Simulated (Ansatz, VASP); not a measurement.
# Si3N4 in VASP and in Ansatz

POSCAR

```
Si3N4
1.0
    7.8338339775      0.0000000000      0.0000000000
   -3.9169169887      6.7842992335      0.0000000000
    0.0000000000      0.0000000000      2.9928158604
Si N
6 8
Direct
    0.2264732742      0.8207171816      0.7500000000
    0.4057560927      0.2264732742      0.2500000000
    0.8207171816      0.5942439073      0.2500000000
    0.1792828184      0.4057560927      0.7500000000
    0.5942439073      0.7735267258      0.7500000000
    0.7735267258      0.1792828184      0.2500000000
    0.3333333333      0.6666666667      0.7500000000
    0.6666666667      0.3333333333      0.2500000000
    0.9647105422      0.6688668893      0.7500000000
    0.2958436529      0.9647105422      0.2500000000
    0.6688668893      0.7041563471      0.2500000000
    0.3311331107      0.2958436529      0.7500000000
    0.0352894578      0.3311331107      0.2500000000
    0.7041563471      0.0352894578      0.7500000000
```

File INCAR.step1:

```
  PREC = Accurate
  ENCUT = 520
  ISMEAR = 0
  SIGMA = 0.01
  LREAL = False
  LASPH = True
  NELM = 80
  NBANDS = 45
  GGA = PE
  ALGO = Normal
  EDIFF = 1E-4
  LWAVE = True
  LCHARG = False
```

The input INCAR.step2:

```
  PREC = Accurate
  ENCUT = 520
  EDIFF = 1E-7
  ISMEAR = 0
  SIGMA = 0.01
  LREAL = False
  LASPH = True
  NELM = 80
  ALGO = Normal
  ISIF = 2
  LWAVE = False
  LCHARG = False
  METAGGA = R2SCAN
  LMIXTAU = True
  NBANDS = 45
  ISTART = 1
```

Contents of KPOINTS:

```
Automatic mesh
0
Gamma
  6 6 8
```

Input for Ansatz:

```yaml
crystal:
  lattice:
    - [7.8338339775, 0.0, 0.0]
    - [-3.9169169887, 6.7842992335, 0.0]
    - [0.0, 0.0, 2.9928158604]
  atoms:
    - { symbol: Si, position: [0.2264732742, 0.8207171816, 0.75] }
    - { symbol: Si, position: [0.4057560927, 0.2264732742, 0.25] }
    - { symbol: Si, position: [0.8207171816, 0.5942439073, 0.25] }
    - { symbol: Si, position: [0.1792828184, 0.4057560927, 0.75] }
    - { symbol: Si, position: [0.5942439073, 0.7735267258, 0.75] }
    - { symbol: Si, position: [0.7735267258, 0.1792828184, 0.25] }
    - { symbol: "N", position: [0.3333333333, 0.6666666667, 0.75] }
    - { symbol: "N", position: [0.6666666667, 0.3333333333, 0.25] }
    - { symbol: "N", position: [0.9647105422, 0.6688668893, 0.75] }
    - { symbol: "N", position: [0.2958436529, 0.9647105422, 0.25] }
    - { symbol: "N", position: [0.6688668893, 0.7041563471, 0.25] }
    - { symbol: "N", position: [0.3311331107, 0.2958436529, 0.75] }
    - { symbol: "N", position: [0.0352894578, 0.3311331107, 0.25] }
    - { symbol: "N", position: [0.7041563471, 0.0352894578, 0.75] }
kpoints:
  mp_grid: { grid: [6, 6, 8] }
  band_path:
    path:
      - [0.0, 0.0, 0.0]
      - [0.5, 0.0, 0.0]
      - [0.3333333333, 0.3333333333, 0.0]
      - [0.0, 0.0, 0.5]
      - [0.5, 0.0, 0.5]
      - [0.3333333333, 0.3333333333, 0.5]
      - [0.0, 0.0, 0.182292]
    npoints: 1
hamiltonian:
  xc: r2scan
scf:
  occupations: { method: fixed }
  n_extra_bands: 7
output:
  forces: true
  stress: true
  eigenvalues: true
```

Change from the starting cell: hydrostatic strain +3.0%.

Alike in both runs: task single point; functional r2SCAN; k mesh 6 × 6 × 8; no spin polarisation.

|  | VASP | Ansatz |
| --- | --- | --- |
| version | VASP 6.6.1 | Ansatz 0.2.0 |
| potentials or method | VASP PAW PBE potentials, release 64 (Si, N) | plane waves, PAW |
| plane-wave cutoff (eV) | 520 | 500 |
| occupations | gaussian, width 0.01 eV | fixed |
| valence electrons in the cell | 64 | 64 |

Ansatz gave:

```
gap on the k mesh at the Fermi level (eV)                     : 4.47
pressure (GPa)                                                : -19.1
traceless stress, the component that is largest in VASP (GPa) : -0.73
```

Task: Estimate VASP's values.

Result: gap on the k mesh at the Fermi level (eV): 4.51; pressure (GPa): -19.2; traceless stress, the component that is largest in VASP (GPa): -0.76.

VASP's potentials were made for PBE, not for r2SCAN.
